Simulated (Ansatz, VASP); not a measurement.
Two plane-wave programs on WSe2

```
W Se
1.0
     3.34827    0.00000    0.00000
    -1.67413    2.89968    0.00000
     0.00000    0.00000   13.86621
W Se
2 4
Direct
  0.66667 0.33333 0.75000
  0.33333 0.66667 0.25000
  0.33333 0.66667 0.86904
  0.66667 0.33333 0.36904
  0.33333 0.66667 0.63096
  0.66667 0.33333 0.13096
```

Change from the starting cell: equal strain along all axes, cell held, atoms relaxed: +1.0 %.

Alike in both runs: functional r2SCAN; k mesh 12 × 12 × 2; occupations gaussian, width 0.02 eV; no spin polarisation.

Ansatz relaxed the structure, and its values are those at the end. VASP's run is a single point on that final structure, the one shown.

```csv
,VASP,Ansatz
version,VASP 6.6.1,Ansatz 0.2.0
potentials or method,"VASP PAW PBE potentials, release 64 (W_sv, Se), cutoff 520 eV","scalar-relativistic, plane waves, PAW"
valence electrons in the cell,52,92
```

Ansatz gave:

```
gap on the k mesh at the Fermi level (eV) : 1.25
least direct gap on the mesh (eV)         : 1.47
pressure (GPa)                            : -1.6
rms of the force components (eV/Å)        : 0.000
```

Question: Estimate VASP's values.

Answer: gap on the k mesh at the Fermi level (eV): 1.24; least direct gap on the mesh (eV): 1.47; pressure (GPa): -1.3; rms of the force components (eV/Å): 0.020.

VASP's potentials were made for PBE, not for r2SCAN. With one functional, cell and mesh, what is left measures potentials, basis and numerics. VASP's potentials hold 52 valence electrons a cell and Ansatz's 92, so a difference there can come from the potentials and not from the codes. Ansatz's warnings: stress scf threshold loose.

Neither program's run includes spin-orbit coupling.
